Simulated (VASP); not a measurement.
# VN2 (I4/mcm) in VASP: further runs, part 2 of 3

VASP 6.6.1. The steps go on from the part before.

## (3) Single point, PBEsol

Contents of INCAR:

```
  ALGO = Normal
  EDIFF = 1E-7
  ENCUT = 520
  GGA = PS
  ISIF = 2
  ISMEAR = 1
  LASPH = True
  LCHARG = False
  LREAL = False
  LWAVE = False
  NBANDS = 32
  NELM = 100
  PREC = Accurate
  SIGMA = 0.01
```

Contents of KPOINTS:

```
k-points
0
Gamma
  12 12 12
```

Contents of POSCAR:

```
VN2
1.0
   -2.1507500000      2.1507500000      2.4913500000
    2.1507500000     -2.1507500000      2.4913500000
    2.1507500000      2.1507500000     -2.4913500000
V N
2 4
Direct
    0.2500000000      0.2500000000      0.0000000000
    0.7500000000      0.7500000000      0.0000000000
    0.1151000000      0.6151000000      0.7302000000
    0.6151000000      0.8849000000      0.5000000000
    0.8849000000      0.3849000000      0.2698000000
    0.3849000000      0.1151000000      0.5000000000
```

Potentials or basis: VASP PAW PBE potentials, release 64 (V_sv, N).

Started as:

```
cat potpaw_PBE.64/V_sv/POTCAR potpaw_PBE.64/N/POTCAR > POTCAR
mpirun -np 1 vasp_std > vasp.out
```

It took 8.2 min on 1 thread of Intel Xeon 8259CL, shared host; peak memory 0.28 GiB.

The run converged. Its results:

- Free energy: -56.9306 eV
- Pressure: -10.9 GPa
- Largest force: 0.385 eV/Å
- Band gap on the k mesh: zero (bands 23 and 24 overlap by 0.36 eV)

Forces on the atoms (eV/Å):
```
V    0.000  0.000  0.000
V    0.000  0.000  0.000
N   -0.272 -0.272  0.000
N    0.272 -0.272  0.000
N    0.272  0.272  0.000
N   -0.272  0.272  0.000
```

Stress tensor (GPa, compression positive):
```
-10.49   0.00   0.00
  0.00 -10.49   0.00
  0.00   0.00 -11.60
```

Levels at points of the mesh, in eV from the Fermi level:
```tsv
k point	band 21	band 22	band 23	band 24	band 25	band 26
(0.00, 0.00, 0.00)	-2.67	-2.67	-2.67	0.74	0.88	0.88
(0.50, 0.00, 0.00)	-3.22	-3.22	0.15	0.15	0.71	0.71
(0.50, 0.50, 0.00)	-2.81	-2.61	-1.41	-0.02	0.76	1.09
(0.50, 0.50, 0.50)	-2.18	-0.29	-0.17	-0.13	-0.11	0.01
```

Caveat: the cell stands under tension; the PAW data sets were made with another functional, which shifts forces and pressure a little; the run has no spin polarisation, though such a crystal can be magnetic. With open d or f shells a metallic result of PBEsol can be an artefact of self-interaction; +U or a hybrid may open a gap.

## (4) Single point, PBEsol

Contents of INCAR:

```
PREC = Accurate ; ENCUT = 520
EDIFF = 1E-6 ; ISMEAR = 1
SIGMA = 0.3 ; LREAL = False
LASPH = True ; NELM = 60
ALGO = Normal ; ISIF = 2
LWAVE = False ; LCHARG = False
GGA = PS ; NBANDS = 32
```

Contents of KPOINTS:

```
Automatic mesh
0
Gamma
  12 12 12
```

POSCAR is that of step 3.

Potentials or basis: VASP PAW PBE potentials, release 64 (V_sv, N).

Started as:

```
cat potpaw_PBE.64/V_sv/POTCAR potpaw_PBE.64/N/POTCAR > POTCAR
mpirun -np 1 vasp_std > vasp.out
```

OUTCAR:

```text
PREC = Accurate
   ENCUT = 520
   EDIFF = 1E-6
   ISMEAR = 1
   LREAL = False
   LASPH = True
   NELM = 60
   ISIF = 2
   GGA = PS

 ion  position               nearest neighbor table
   1  0.250  0.250  0.000-   5 2.13   3 2.13   4 2.13   6 2.13   6 2.13   3 2.13   4 2.13   5 2.13
                             2 2.49   2 2.49
   2  0.750  0.750  0.000-   5 2.13   3 2.13   4 2.13   6 2.13   4 2.13   6 2.13   3 2.13   5 2.13
                             1 2.49   1 2.49
   3  0.115  0.615  0.730-   5 1.40   1 2.13   1 2.13   2 2.13   2 2.13
   4  0.615  0.885  0.500-   6 1.40   2 2.13   1 2.13   2 2.13   1 2.13
   5  0.885  0.385  0.270-   3 1.40   2 2.13   1 2.13   2 2.13   1 2.13
   6  0.385  0.115  0.500-   4 1.40   1 2.13   2 2.13   1 2.13   2 2.13

  LATTYP: Found a body centered tetragonal cell.
 ALAT       =     4.3015000000
 C/A-ratio  =     1.1583633616

  Lattice vectors:

 A1 = (  -2.1507500000,   2.1507500000,   2.4913500000)
 A2 = (   2.1507500000,  -2.1507500000,   2.4913500000)
 A3 = (   2.1507500000,   2.1507500000,  -2.4913500000)

Analysis of symmetry for initial positions (statically):
=====================================================================
 Subroutine PRICEL returns:
 Original cell was already a primitive cell.

 Routine SETGRP: Setting up the symmetry group for a
 body centered tetragonal supercell.

 Subroutine GETGRP returns: Found 16 space group operations
 (whereof  8 operations were pure point group operations)
 out of a pool of 16 trial point group operations.

The static configuration has the point symmetry C_4h.
 The point group associated with its full space group is D_4h.

Analysis of symmetry for dynamics (positions and initial velocities):
=====================================================================
 Subroutine PRICEL returns:
 Original cell was already a primitive cell.

 Routine SETGRP: Setting up the symmetry group for a
 body centered tetragonal supercell.

 Subroutine GETGRP returns: Found 16 space group operations
[... 135 lines left out ...]
  Thomas-Fermi vector in A             =   2.727335
   LORBIT       =      0    0 simple, 1 ext, 2 COOP (PROOUT), +10 PAW based schemes
   GGA     = PS    functional components
   LHFCALC =     F    Hartree Fock is set to
   AEXX    =    0.0000 exact exchange contribution
   IVDW    =     0    specifies the selected vdW correction
   LEPSILON=     F    determine dielectric tensor
   LRPA    =     F    only Hartree local field effects (RPA)
 non-spin polarized calculation
 Methfessel and Paxton  Order N= 1 SIGMA  =   0.30
  energy-cutoff  :      520.00
  volume of cell :       46.10
 maximum number of plane-waves:      1268
 NGX is ok and might be reduce to    30
   NGX = 15   NGY = 15   NGZ = 15

 number of electron      46.0000009 magnetization

 Free energy of the ion-electron system (eV)
  ---------------------------------------------------
  ext. energy  EPLUGINS =         0.00000000
  ---------------------------------------------------
  free energy    TOTEN  =       -56.92966332 eV

  energy without entropy =      -56.93615797  energy(sigma->0) =      -56.93182820

 E-fermi :  11.3503     XC(G=0): -13.8844

 val. band max:       11.3466575891   @ k =   0.5000   0.5000   0.4167
 cond. band min:      11.3546346461   @ k =   0.5000   0.5000   0.0000
 fundamental gap:      0.0079770570
 Fermi energy:        11.3503148951

 k-point     1 :       0.0000    0.0000    0.0000
  band No.  band energies     occupation
      1     -54.0072      2.00000
      2     -53.8420      2.00000
      3     -28.2168      2.00000
      4     -27.9704      2.00000
      5     -27.9704      2.00000
      6     -27.9597      2.00000
[... 829 lines left out ...]
     31      14.3566     -0.00000
     32      15.0402     -0.00000

 [... further k-points ...]

------------------------ aborting loop because EDIFF is reached ----------------------------------------

  FORCE on cell =-STRESS in cart. coord.  units (eV):
  Direction    XX          YY          ZZ          XY          YZ          ZX
  --------------------------------------------------------------------------------------
  -------------------------------------------------------------------------------------
  Total       -3.0562227     -3.0562227     -3.3252682      0.0000000     -0.0000000     -0.0000000
  in kB     -106.2235906   -106.2235906   -115.5746714      0.0000000     -0.0000000     -0.0000000
  external PRESSURE =    -109.3406175 kB  Pullay stress =       0.0000000 kB

 VOLUME and BASIS-vectors are now :
 -----------------------------------------------------------------------------
  energy-cutoff  :      520.00
  volume of cell :       46.10
      direct lattice vectors                 reciprocal lattice vectors
    -2.150750000  2.150750000  2.491350000     0.000000000  0.232477043  0.200694403
     2.150750000 -2.150750000  2.491350000     0.232477043  0.000000000  0.200694403
     2.150750000  2.150750000 -2.491350000     0.232477043  0.232477043  0.000000000

 POSITION                                       TOTAL-FORCE (eV/Angst)
 -----------------------------------------------------------------------------------
      0.00000      0.00000      1.24568        -0.000000     -0.000000      0.000000
      0.00000      0.00000      3.73703        -0.000000     -0.000000      0.000000
      2.64585      0.49510      0.00000        -0.262427     -0.262427     -0.000000
      1.65565      0.49510      2.49135         0.262427     -0.262427     -0.000000
     -0.49510      1.65565      2.49135         0.262427      0.262427      0.000000
      0.49510      1.65565      0.00000        -0.262427      0.262427      0.000000
 -----------------------------------------------------------------------------------
    total drift:                                0.000000      0.000000     -0.000000

  FREE ENERGIE OF THE ION-ELECTRON SYSTEM (eV)
  ---------------------------------------------------
  free  energy   TOTEN  =       -56.9296633173 eV

  energy  without entropy=      -56.9361579658  energy(sigma->0) =      -56.93182820
```

OSZICAR:

```text
N       E                     dE             d eps       ncg     rms          rms(c)
DAV:   1     0.570938974598E+03    0.57094E+03   -0.26342E+04 10464   0.163E+03
DAV:   2    -0.256574459142E+02   -0.59660E+03   -0.55498E+03 11544   0.513E+02
DAV:   3    -0.679260608196E+02   -0.42269E+02   -0.41145E+02 11616   0.143E+02
DAV:   4    -0.688900724983E+02   -0.96401E+00   -0.95574E+00 13552   0.202E+01
DAV:   5    -0.689055427393E+02   -0.15470E-01   -0.15450E-01 11784   0.236E+00    0.428E+01
DAV:   6    -0.639097104320E+02    0.49958E+01   -0.79878E+01 12776   0.762E+01    0.261E+01
DAV:   7    -0.580018887673E+02    0.59078E+01   -0.35923E+01 11720   0.636E+01    0.177E+01
DAV:   8    -0.569289596873E+02    0.10729E+01   -0.37852E+00 10864   0.182E+01    0.300E+00
DAV:   9    -0.569365563028E+02   -0.75966E-02   -0.21894E-01 13024   0.326E+00    0.101E+00
DAV:  10    -0.569300351534E+02    0.65211E-02   -0.20547E-02 10696   0.144E+00    0.337E-01
DAV:  11    -0.569298534114E+02    0.18174E-03   -0.13126E-03 12744   0.270E-01    0.198E-01
DAV:  12    -0.569297269778E+02    0.12643E-03   -0.92970E-04 11432   0.321E-01    0.886E-02
DAV:  13    -0.569296648617E+02    0.62116E-04   -0.13944E-04 10824   0.139E-01    0.106E-02
DAV:  14    -0.569296637050E+02    0.11566E-05   -0.13807E-05 10256   0.270E-02    0.617E-03
DAV:  15    -0.569296633173E+02    0.38774E-06   -0.14477E-06  5432   0.102E-02
   1 F= -.56929663E+02 E0= -.56931828E+02  d E =0.649465E-02
```

Run time: 6.9 min. Hardware: 1 thread of Intel Xeon 8259CL, shared host; peak memory 0.28 GiB.

What came out:

```yaml
Free_energy: -56.9297 eV
Pressure: -10.9 GPa
Largest_force: 0.371 eV/Å
Band_gap_on_the_k_mesh: zero (bands 23 and 24 overlap by 0.36 eV)
```

Forces in eV/Å, atoms in the order of the input:
```
V    0.000  0.000  0.000
V    0.000  0.000  0.000
N   -0.262 -0.262  0.000
N    0.262 -0.262  0.000
N    0.262  0.262  0.000
N   -0.262  0.262  0.000
```

Levels at points of the mesh, in eV from the Fermi level:
| k point | band 19 | band 20 | band 21 | band 22 | band 23 | band 24 | band 25 | band 26 | band 27 | band 28 |
| --- | --- | --- | --- | --- | --- | --- | --- | --- | --- | --- |
| (0.00, 0.00, 0.00) | -3.36 | -2.93 | -2.65 | -2.65 | -2.65 | 0.76 | 0.90 | 0.90 | 1.35 | 1.96 |
| (0.50, 0.00, 0.00) | -3.40 | -3.40 | -3.20 | -3.20 | 0.18 | 0.18 | 0.74 | 0.74 | 1.06 | 1.06 |
| (0.50, 0.50, 0.00) | -4.94 | -4.62 | -2.79 | -2.59 | -1.39 | 0.00 | 0.78 | 1.11 | 1.87 | 2.19 |
| (0.50, 0.50, 0.50) | -4.70 | -2.15 | -2.15 | -0.27 | -0.15 | -0.11 | -0.08 | 0.03 | 1.94 | 1.94 |

Caveat: the cell stands under tension; the PAW data sets were made with another functional, which shifts forces and pressure a little; the run has no spin polarisation, though such a crystal can be magnetic. With open d or f shells a metallic result of PBEsol can be an artefact of self-interaction; +U or a hybrid may open a gap.

(Part 2 of 3 ends here.)
